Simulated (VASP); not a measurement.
# Rb (Fm-3m) in VASP: further runs

Runs on Rb. Level: r2SCAN. Tasks: relaxation of cell and atoms, single point.

All numbers are computed with VASP 6.6.1; they aren't measurements. Logs are shortened: lines on timing, memory, paths and dates and some standing lists are left out, and cuts for length are marked.

## (1) The cell of the first run

It takes space group Fm-3m (No. 225, cubic). Conventional cell: a = 7.280 Å, b = 7.280 Å, c = 7.280 Å, α = 90.00°, β = 90.00°, γ = 90.00°.

This isn't the form of Rb at room conditions, which is bcc.

## (2) Relaxation of cell and atoms, r2SCAN, target pressure 8 GPa, at which the enthalpy is minimised

POSCAR reads:

```
Rb
1.0
    0.0000000000      3.6398850000      3.6398850000
    3.6398850000      0.0000000000      3.6398850000
    3.6398850000      3.6398850000      0.0000000000
Rb
1
Direct
    0.0000000000      0.0000000000      0.0000000000
```

INCAR.step1 reads:

```
PREC = Accurate ; ENCUT = 600
ISMEAR = -1 ; SIGMA = 0.1
LREAL = False ; LASPH = True
NELM = 80 ; GGA = PE
ALGO = Normal ; EDIFF = 1E-4
LWAVE = True ; LCHARG = False
```

INCAR.step2 reads:

```
PREC = Accurate ; ENCUT = 600
EDIFF = 1E-6 ; ISMEAR = -1
SIGMA = 0.1 ; LREAL = False
LASPH = True ; NELM = 80
ALGO = Normal ; ISIF = 3
LWAVE = False ; LCHARG = False
METAGGA = R2SCAN ; LMIXTAU = True
IBRION = 2 ; NSW = 80
EDIFFG = -0.01 ; PSTRESS = 80.0
ISTART = 1
```

KPOINTS reads:

```
Automatic mesh
0
Gamma
  8 8 8
```

Potentials or basis: VASP PAW PBE potentials, release 64 (Rb_sv).

Run with:

```sh
$ cat potpaw_PBE.64/Rb_sv/POTCAR > POTCAR
$ cp INCAR.step1 INCAR
$ mpirun -np 1 vasp_std > vasp.out
$ cp INCAR.step2 INCAR
$ mpirun -np 1 vasp_std > vasp.out
```

OUTCAR:

```text
PREC = Accurate
   ENCUT = 600
   EDIFF = 1E-6
   ISMEAR = -1
   LREAL = False
   LASPH = True
   NELM = 80
   ISIF = 3
   METAGGA = R2SCAN
   IBRION = 2
   NSW = 80
   EDIFFG = -0.01
   PSTRESS = 80.0
   ISTART = 1

 ion  position               nearest neighbor table
   1  0.000  0.000  0.000-

  LATTYP: Found a face centered cubic cell.
 ALAT       =     7.2797700000

  Lattice vectors:

 A1 = (   0.0000000000,   3.6398850000,   3.6398850000)
 A2 = (   3.6398850000,   0.0000000000,   3.6398850000)
 A3 = (   3.6398850000,   3.6398850000,   0.0000000000)

Analysis of symmetry for initial positions (statically):
=====================================================================
 Subroutine PRICEL returns:
 Original cell was already a primitive cell.

 Routine SETGRP: Setting up the symmetry group for a
 face centered cubic supercell.

 Subroutine GETGRP returns: Found 48 space group operations
 (whereof 48 operations were pure point group operations)
 out of a pool of 48 trial point group operations.

The static configuration has the point symmetry O_h .

Analysis of symmetry for dynamics (positions and initial velocities):
=====================================================================
 Subroutine PRICEL returns:
 Original cell was already a primitive cell.

 Routine SETGRP: Setting up the symmetry group for a
 face centered cubic supercell.

 Subroutine GETGRP returns: Found 48 space group operations
 (whereof 48 operations were pure point group operations)
 out of a pool of 48 trial point group operations.

The dynamic configuration has the point symmetry O_h .

 Subroutine INISYM returns: Found 48 space group operations
 (whereof 48 operations are pure point group operations),
 and found     1 'primitive' translations

----------------------------------------------------------------------------------------

                                     Primitive cell

  volume of cell :      96.4479

  direct lattice vectors                    reciprocal lattice vectors
     0.000000000  3.639885000  3.639885000    -0.137366977  0.137366977  0.137366977
     3.639885000  0.000000000  3.639885000     0.137366977 -0.137366977  0.137366977
     3.639885000  3.639885000  0.000000000     0.137366977  0.137366977 -0.137366977

  length of vectors
     5.147574732  5.147574732  5.147574732     0.237926584  0.237926584  0.237926584

  position of ions in fractional coordinates (direct lattice)
     0.000000000  0.000000000  0.000000000

  ion indices of the primitive-cell ions
   primitive index   ion index
                 1           1

----------------------------------------------------------------------------------------

 KPOINTS: Automatic mesh

Automatic generation of k-mesh.
 Grid dimensions read from file:
 generate k-points for:    8    8    8

 Generating k-lattice:

  Cartesian coordinates                     Fractional coordinates (reciprocal lattice)
    -0.017170872  0.017170872  0.017170872     0.125000000  0.000000000  0.000000000
     0.017170872 -0.017170872  0.017170872     0.000000000  0.125000000  0.000000000
     0.017170872  0.017170872 -0.017170872     0.000000000  0.000000000  0.125000000

  Length of vectors
     0.029740823  0.029740823  0.029740823

  Shift w.r.t. Gamma in fractional coordinates (k-lattice)
     0.000000000  0.000000000  0.000000000

 Subroutine IBZKPT returns following result:
 ===========================================

 Found     29 irreducible k-points:

 Following reciprocal coordinates:
            Coordinates               Weight
  0.000000  0.000000  0.000000      1.000000
  0.125000  0.000000  0.000000      8.000000
  0.250000  0.000000  0.000000      8.000000
  0.375000  0.000000  0.000000      8.000000
  0.500000  0.000000  0.000000      4.000000
  0.125000  0.125000  0.000000      6.000000
[... 16 lines left out ...]
  0.500000  0.250000  0.125000     48.000000
 -0.375000  0.250000  0.125000     24.000000
 [... further k-points ...]
   k-points           NKPTS =     29   k-points in BZ     NKDIM =     29   number of bands    NBANDS=      8
   number of dos      NEDOS =    301   number of ions     NIONS =      1
   total plane-waves  NPLWV =  74088
   dimension x,y,z NGX =    42 NGY =   42 NGZ =   42
   dimension x,y,z NGXF=    84 NGYF=   84 NGZF=   84
   ions per type =               1
   NGX,Y,Z   is equivalent  to a cutoff of  13.56, 13.56, 13.56 a.u.
   NGXF,Y,Z  is equivalent  to a cutoff of  27.13, 27.13, 27.13 a.u.
 SYSTEM =  unknown system
   PREC   = accura    normal or accurate (medium, high low for compatibility)
   ISTART =      1    job   : 0-new  1-cont  2-samecut
   ICHARG =      0    charge: 1-file 2-atom 10-const
   ISPIN  =      1    spin polarized calculation?
   LNONCOLLINEAR =      F non collinear calculations
   LSORBIT =      F    spin-orbit coupling
   LASPH  =      T    aspherical Exc in radial PAW
   ENCUT  =  600.0 eV  44.10 Ry    6.64 a.u.  10.28 10.28 10.28*2*pi/ulx,y,z
   NELM   =     80;   NELMIN=  2; NELMDL=  0     # of ELM steps
   EDIFF  = 0.1E-05   stopping-criterion for ELM
   LREAL  =      F    real-space projection
   EDIFFG = -.1E-01   stopping-criterion for IOM
   NSW    =     80    number of steps for IOM
   IBRION =      2    ionic relax: 0-MD 1-quasi-New 2-CG
   NFREE  =      1    steps in history (QN), initial steepest desc. (CG)
   ISIF   =      3    stress and relaxation
   ISYM   =      2    0-nonsym 1-usesym 2-fastsym
   POTIM  = 0.5000    time-step for ionic-motion
   TEBEG  =    0.0;   TEEND  =   0.0 temperature during run
   PSTRESS=   80.0 pullay stress
   NELECT =       9.0000    total number of electrons
   NUPDOWN=      -1.0000    fix difference up-down
   EMIN   =  10.00;   EMAX   =-10.00  energy-range for DOS
   EFERMI =   0.00;   METHOD = LEGACY
   ISMEAR =    -1;   SIGMA  =   0.10  broadening in eV -4-tet -1-fermi 0-gaus
   EFERMI_NEDOS =   21; number of points for ismear=-14 and -15
   IALGO  =     38    algorithm
   IMIX   =      4    mixing-type and parameters
     AMIX     =   0.40;   BMIX     =  1.00
     AMIX_MAG =   1.60;   BMIX_MAG =  1.00
  volume/ion in A,a.u.               =      96.45       650.86
  Fermi-wavevector in a.u.,A,eV,Ry     =   0.742548  1.403213  7.501952  0.551378
  Thomas-Fermi vector in A             =   1.837453
   LORBIT       =      0    0 simple, 1 ext, 2 COOP (PROOUT), +10 PAW based schemes
   METAGGA = R2SCAN    functional components
   LHFCALC =     F    Hartree Fock is set to
   AEXX    =    0.0000 exact exchange contribution
   IVDW    =     0    specifies the selected vdW correction
   LEPSILON=     F    determine dielectric tensor
   LRPA    =     F    only Hartree local field effects (RPA)
 conjugate gradient relaxation of ions
 non-spin polarized calculation
  energy-cutoff  :      600.00
  volume of cell :       96.45
 maximum number of plane-waves:      3250
 NGX is ok and might be reduce to    42
   NGX = 21   NGY = 21   NGZ = 21

--------------------------------------- Ionic step        1  -------------------------------------------

 number of electron       9.0000000 magnetization

 Free energy of the ion-electron system (eV)
  ---------------------------------------------------
  ext. energy  EPLUGINS =         0.00000000
  ---------------------------------------------------
  free energy    TOTEN  =       -13.93058652 eV

  energy without entropy =      -13.90064343  energy(sigma->0) =      -13.91561497

 E-fermi :  -0.0756     XC(G=0):  -5.5842

 val. band max:       -0.1897639594   @ k =  -0.3750   0.1250   0.0000
 cond. band min:      -0.0083730424   @ k =   0.5000   0.3750   0.1250
 fundamental gap:      0.1813909171
 Fermi energy:        -0.0755619439

 k-point     1 :       0.0000    0.0000    0.0000
  band No.  band energies     occupation
      1     -30.1631      2.00000
      2     -13.6577      2.00000
      3     -13.6577      2.00000
      4     -13.6577      2.00000
      5      -2.0806      2.00000
      6       3.8977      0.00000
      7       3.8977      0.00000
      8       3.8977      0.00000
[... 243 lines left out ...]
 k-point    24 :      -0.3750    0.2500    0.1250
  band No.  band energies     occupation
      1     -30.1594      2.00000
      2     -13.7265      2.00000
      3     -13.6892      2.00000
      4     -13.6751      2.00000
      5       0.6757      0.00109
      6       0.6826      0.00102
      7       2.5399      0.00000
      8       3.7197      0.00000

 [... further k-points ...]
[... 5 lines left out ...]
  --------------------------------------------------------------------------------------
  -------------------------------------------------------------------------------------
  Total       -0.0084842     -0.0084842     -0.0084842      0.0000000     -0.0000000      0.0000000
  in kB       -0.1409378     -0.1409378     -0.1409378      0.0000000     -0.0000000      0.0000000
  external PRESSURE =     -80.1409378 kB  Pullay stress =      80.0000000 kB
[... 90 lines left out ...]
  FREE ENERGIE OF THE ION-ELECTRON SYSTEM (eV)
  ---------------------------------------------------
  free  energy   TOTEN  =       -13.1568175646 eV

  energy  without entropy=      -13.1166052299  energy(sigma->0) =      -13.13671140

  enthalpy is  TOTEN    =       -11.0569616590 eV   P V=        2.0998559056

[... ionic steps 4 to 15 ...]

--------------------------------------- Ionic step       16  -------------------------------------------

 number of electron       9.0000000 magnetization

------------------------ aborting loop because EDIFF is reached ----------------------------------------

  FORCE on cell =-STRESS in cart. coord.  units (eV):
  Direction    XX          YY          ZZ          XY          YZ          ZX
  --------------------------------------------------------------------------------------
  -------------------------------------------------------------------------------------
  Total        2.0684436      2.0684436      2.0684436     -0.0000000      0.0000000     -0.0000000
  in kB       79.5279952     79.5279952     79.5279952     -0.0000000      0.0000000     -0.0000000
  external PRESSURE =      -0.4720048 kB  Pullay stress =      80.0000000 kB
[... 59 lines left out ...]
  enthalpy is  TOTEN    =       -11.0572635764 eV   P V=        2.0627116402

--------------------------------------- Ionic step       18  -------------------------------------------

 number of electron       9.0000000 magnetization

 Free energy of the ion-electron system (eV)
  ---------------------------------------------------
  ext. energy  EPLUGINS =         0.00000000
  ---------------------------------------------------
  free energy    TOTEN  =       -13.13279893 eV

  energy without entropy =      -13.09359246  energy(sigma->0) =      -13.11319570

 E-fermi :   2.8998     XC(G=0):  -8.1261

 val. band max:        2.8453233301   @ k =   0.5000   0.3750   0.1250
 cond. band min:       2.9119250063   @ k =  -0.3750   0.1250   0.0000
 fundamental gap:      0.0666016763
 Fermi energy:         2.8997966149

 k-point     1 :       0.0000    0.0000    0.0000
  band No.  band energies     occupation
      1     -27.4921      2.00000
      2     -10.5859      2.00000
      3     -10.5859      2.00000
      4     -10.5859      2.00000
      5      -0.1230      2.00000
      6       7.1059      0.00000
      7       7.1059      0.00000
      8       7.1059      0.00000
[... 243 lines left out ...]
 k-point    24 :      -0.3750    0.2500    0.1250
  band No.  band energies     occupation
      1     -27.3530      2.00000
      2     -11.4688      2.00000
      3     -10.9805      2.00000
      4     -10.7910      2.00000
      5       3.7721      0.00033
      6       4.0526      0.00002
      7       5.7738      0.00000
      8       7.5323      0.00000

 [... further k-points ...]
[... 5 lines left out ...]
  --------------------------------------------------------------------------------------
  -------------------------------------------------------------------------------------
  Total        2.0721689      2.0721689      2.0721689     -0.0000000      0.0000000      0.0000000
  in kB       79.8732895     79.8732895     79.8732895     -0.0000000      0.0000000      0.0000000
  external PRESSURE =      -0.1267105 kB  Pullay stress =      80.0000000 kB
[... 16 lines left out ...]
  FREE ENERGIE OF THE ION-ELECTRON SYSTEM (eV)
  ---------------------------------------------------
  free  energy   TOTEN  =       -13.1327989259 eV

  energy  without entropy=      -13.0935924650  energy(sigma->0) =      -13.11319570

  enthalpy is  TOTEN    =       -11.0573427876 eV   P V=        2.0754561383

 reached required accuracy - stopping structural energy minimisation
```

It took 8.6 min on 1 thread of Intel Xeon 6975P-C (Granite Rapids), shared host; peak memory 0.31 GiB.

Results:

- Free energy: -13.1328 eV
- Relaxed volume: 41.57 Å³/atom
- Relaxed cell: a = 3.888 Å, b = 3.888 Å, c = 3.888 Å, α = 60.00°, β = 60.00°, γ = 60.00°
- Space group after relaxing (to 0.1 Å): Fm-3m (No. 225)
- Energy change on relaxing (the run minimises the enthalpy): +797.8 meV/atom
- Ionic steps: 18
- Pressure after relaxing: 8.0 GPa
- Band gap on the k mesh: zero (an odd number of electrons rules out a gap without spin polarisation)

Step by step:
```tsv
step	energy change (eV)	largest force (eV/Å)	pressure (GPa)	volume (Å³)
1	0.0000	0.0000	-0.01	96.45
2	0.7037	0.0000	7.13	43.56
3	0.7738	0.0000	7.76	42.05
4	0.7740	0.0000	7.74	42.05
5	0.7748	0.0000	7.77	42.03
6	0.7748	0.0000	7.77	42.03
7	0.7748	0.0000	7.77	42.03
8	0.7748	0.0000	7.77	42.03
9	0.7749	0.0000	7.77	42.03
10	0.7750	0.0000	7.76	42.03
11	0.7753	0.0000	7.75	42.02
12	0.7759	0.0000	7.78	42.01
13	0.7770	0.0000	7.79	41.99
14	0.7792	0.0000	7.82	41.94
15	0.7836	0.0000	7.86	41.85
16	0.7926	0.0000	7.95	41.67
17	0.8106	0.0000	8.12	41.31
18	0.7978	0.0000	7.99	41.57
```

Final structure:
```yaml
crystal:
  lattice:
    - [0.00000, 2.74938, 2.74938]
    - [2.74938, 0.00000, 2.74938]
    - [2.74938, 2.74938, 0.00000]
  atoms:
    - { symbol: Rb, position: [0.00000, 0.00000, 0.00000] }
```

Levels at points of the mesh, in eV from the Fermi level:
```csv
k point,band 3,band 4,band 5,band 6,band 7,band 8
"(0.00, 0.00, 0.00)",-13.49,-13.49,-3.02,4.21,4.21,4.21
"(0.50, 0.00, 0.00)",-13.60,-13.60,-0.13,1.94,3.82,3.82
"(0.50, 0.50, 0.00)",-13.83,-13.83,-0.51,1.10,3.78,8.43
```

Caveat: the cell is relaxed towards a set pressure, so the run minimises the enthalpy, not the energy; the volume moved by over 15 % at a fixed basis, so the end points are rough; the PAW data sets were made with another functional, which shifts forces and pressure a little.

## (3) Single point, r2SCAN

This run uses another cell than the first one, of 41.48 Å³/atom.

POSCAR reads:

```
Rb
1.0
    0.0000000000      2.7473923296      2.7473923296
    2.7473923296      0.0000000000      2.7473923296
    2.7473923296      2.7473923296      0.0000000000
Rb
1
Direct
    0.0000000000      0.0000000000      0.0000000000
```

INCAR.step1 reads:

```
ALGO     = Normal         # electronic algorithm
EDIFF    = 1E-4           # SCF threshold, eV
ENCUT    = 520            # plane-wave cutoff, eV
GGA      = PE             # functional
ISMEAR   = -1             # smearing method
LASPH    = T              # aspherical terms in the spheres
LCHARG   = F              # write CHGCAR
LREAL    = F              # projectors in reciprocal space
LWAVE    = T              # write WAVECAR
NBANDS   = 10             # bands
NELM     = 100            # most SCF steps
PREC     = Accurate       # precision mode
SIGMA    = 0.1            # smearing width, eV
```

INCAR.step2 reads:

```
ALGO     = Normal         # electronic algorithm
EDIFF    = 1E-6           # SCF threshold, eV
ENCUT    = 520            # plane-wave cutoff, eV
ISIF     = 2              # what is computed and relaxed
ISMEAR   = -1             # smearing method
ISTART   = 1            
LASPH    = T              # aspherical terms in the spheres
LCHARG   = F              # write CHGCAR
LMIXTAU  = T            
LREAL    = F              # projectors in reciprocal space
LWAVE    = F              # write WAVECAR
METAGGA  = R2SCAN         # meta-GGA
NBANDS   = 10             # bands
NELM     = 100            # most SCF steps
PREC     = Accurate       # precision mode
SIGMA    = 0.1            # smearing width, eV
```

KPOINTS reads:

```
k-points
0
Gamma
  8 8 8
```

Potentials or basis: VASP PAW PBE potentials, release 64 (Rb_sv).

Run with:

```sh
$ cat potpaw_PBE.64/Rb_sv/POTCAR > POTCAR
$ cp INCAR.step1 INCAR
$ mpirun -np 1 vasp_std > vasp.out
$ cp INCAR.step2 INCAR
$ mpirun -np 1 vasp_std > vasp.out
```

Wall time 77 s (1 thread of Oxide Virtual Turin-like, shared host); peak memory 0.13 GiB.

The run converged. Its results:

| Item | Value |
| --- | --- |
| Free energy | -13.1282 eV |
| Pressure | 8.0 GPa |
| Band gap on the k mesh | zero (an odd number of electrons rules out a gap without spin polarisation) |

Levels at points of the mesh, in eV from the Fermi level:
| k point | band 1 | band 2 | band 3 | band 4 | band 5 | band 6 | band 7 | band 8 | band 9 | band 10 |
| --- | --- | --- | --- | --- | --- | --- | --- | --- | --- | --- |
| (0.00, 0.00, 0.00) | -30.39 | -13.49 | -13.49 | -13.49 | -3.02 | 4.21 | 4.21 | 4.21 | 6.75 | 6.75 |
| (0.50, 0.00, 0.00) | -30.27 | -14.52 | -13.61 | -13.61 | -0.14 | 1.95 | 3.82 | 3.82 | 8.19 | 8.55 |
| (0.50, 0.50, 0.00) | -30.24 | -14.42 | -13.83 | -13.83 | -0.51 | 1.10 | 3.79 | 8.45 | 8.45 | 8.66 |

Caveat: the cell stands under pressure; the PAW data sets were made with another functional, which shifts forces and pressure a little.

## (4) Single point, r2SCAN

This run uses another cell than the first one, of 46.83 Å³/atom.

POSCAR reads:

```
Rb
1.0
    0.0000000000      2.8607906749      2.8607906749
    2.8607906749      0.0000000000      2.8607906749
    2.8607906749      2.8607906749      0.0000000000
Rb
1
Direct
    0.0000000000      0.0000000000      0.0000000000
```

INCAR.step1 reads:

```
SYSTEM = Rb
PREC = Accurate
ENCUT = 520
ISMEAR = -1
SIGMA = 0.1
LREAL = .FALSE.
LASPH = .TRUE.
NELM = 100
NBANDS = 10
GGA = PE
ALGO = Normal
EDIFF = 1E-4
LWAVE = .TRUE.
LCHARG = .FALSE.
```

INCAR.step2 reads:

```
SYSTEM = Rb
PREC = Accurate
ENCUT = 520
EDIFF = 1E-7
ISMEAR = -1
SIGMA = 0.1
LREAL = .FALSE.
LASPH = .TRUE.
NELM = 100
ALGO = Normal
ISIF = 2
LWAVE = .FALSE.
LCHARG = .FALSE.
METAGGA = R2SCAN
LMIXTAU = .TRUE.
NBANDS = 10
ISTART = 1
```

KPOINTS reads:

```
Automatic mesh
0
G
  8 8 8
  0 0 0
```

Run with:

```sh
$ cat potpaw_PBE.64/Rb_sv/POTCAR > POTCAR
$ cp INCAR.step1 INCAR
$ mpirun -np 1 vasp_std > vasp.out
$ cp INCAR.step2 INCAR
$ mpirun -np 1 vasp_std > vasp.out
```

Run time: 95 s. Hardware: 1 thread of Oxide Virtual Turin-like, shared host; peak memory 0.13 GiB.

It converged, with:

```yaml
Free_energy: -13.3600 eV
Pressure: 6.0 GPa
Band_gap_on_the_k_mesh: zero (an odd number of electrons rules out a gap without spin polarisation)
```

Levels at points of the mesh, in eV from the Fermi level:
```csv
k point,band 3,band 4,band 5,band 6,band 7,band 8
"(0.00, 0.00, 0.00)",-13.46,-13.46,-2.93,4.22,4.22,4.22
"(0.50, 0.00, 0.00)",-13.55,-13.55,-0.05,1.55,3.86,3.86
"(0.50, 0.50, 0.00)",-13.71,-13.71,-0.23,1.32,3.18,7.72
```

Caveat: the cell stands under pressure; the PAW data sets were made with another functional, which shifts forces and pressure a little.

## (5) Summary

```csv
task,cell,cutoff (eV),gap on the mesh (eV),pressure (GPa)
relaxation of cell and atoms,"relaxed to 8 GPa from a = 5.148 Å, angles 60.0°, 1 atom",600,none,8.0
single point,"a = 3.885 Å, angles 60.0°, 1 atom",520,none,8.0
single point,"a = 4.046 Å, angles 60.0°, 1 atom",520,none,6.0
```

Alike in all rows: level r2SCAN; potentials or basis VASP PAW PBE potentials, release 64 (Rb_sv); no spin polarisation; k mesh 8 × 8 × 8; smearing fermi-dirac 0.1 eV.

Caveats: the PAW data sets were made with another functional, which shifts forces and pressure a little; the cell stands under pressure (at least some runs); the cell is relaxed towards a set pressure, so the run minimises the enthalpy, not the energy (at least some runs); the volume moved by over 15 % at a fixed basis, so the end points are rough (at least some runs).

Absolute energies hang on the potentials; compare differences alone.
